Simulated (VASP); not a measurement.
**BaO: relaxation of cell and atoms with LDA**

The system is BaO.

```
Ba O
1.0
     0.00000    2.78666    2.78666
     2.78666    0.00000    2.78666
     2.78666    2.78666    0.00000
Ba O
1 1
Direct
  0.00000 0.00000 0.00000
  0.50000 0.50000 0.50000
```

```yaml
Program: VASP 6.6.1
Task: relaxation of cell and atoms
Functional: LDA
Potentials_or_basis: VASP PAW LDA potentials, release 64 (Ba_sv, O)
Cutoff: 600 eV
k_mesh: 8 × 8 × 8
Occupations: gaussian, width 0.02 eV
Spin: no spin polarisation
Dipole_correction: no
Further_INCAR_settings: ALGO = Normal; EDIFF = 1e-07; IBRION = 2; EDIFFG = -0.005; NSW = 70; ISIF = 3
```

- Relaxed volume: 20.55 Å³/atom
- Relaxed cell: a = 3.873 Å, b = 3.873 Å, c = 3.873 Å, α = 60.00°, β = 60.00°, γ = 60.00°
- Space group after relaxing (to 0.05 Å): Fm-3m (No. 225)
- Energy gained by relaxing: 13.9 meV/atom
- Ionic steps: 3
- Pressure after relaxing: 0.0 GPa
- Band gap on the k mesh: 1.70 eV, direct

The path:
```
step  energy change (eV)  largest force (eV/Å)  pressure (GPa)  volume (Å³)
   1              0.0000                0.0000           -3.89        43.28
   2             -0.0208                0.0000            2.26        40.07
   3             -0.0279                0.0000            0.00        41.09
```

Final structure:
```
Ba O
1.0
     0.00000    2.73896    2.73896
     2.73896    0.00000    2.73896
     2.73896    2.73896    0.00000
Ba O
1 1
Direct
  0.00000 0.00000 0.00000
  0.50000 0.50000 0.50000
```

Levels at points of the mesh, in eV from the valence-band top:
```csv
k point,band 6,band 7,band 8,band 9,band 10,band 11
"(0.00, 0.00, 0.00)",-0.46,-0.46,-0.46,3.46,4.57,4.57
"(0.50, 0.00, 0.00)",-2.22,-1.68,-1.68,4.85,7.22,7.22
"(0.50, 0.50, 0.00)",-0.22,-0.22,0.00,1.70,6.07,9.06
```

Wall time 47 s on 1 thread of AMD EPYC 7R43 64-Core Processor (Zen 3) (shared host), peak memory 0.14 GiB.

Caveat: spin-orbit coupling is left out, which moves the levels of the heavy elements. Expect the measured gap to be larger: semilocal functionals such as LDA lack the derivative discontinuity.
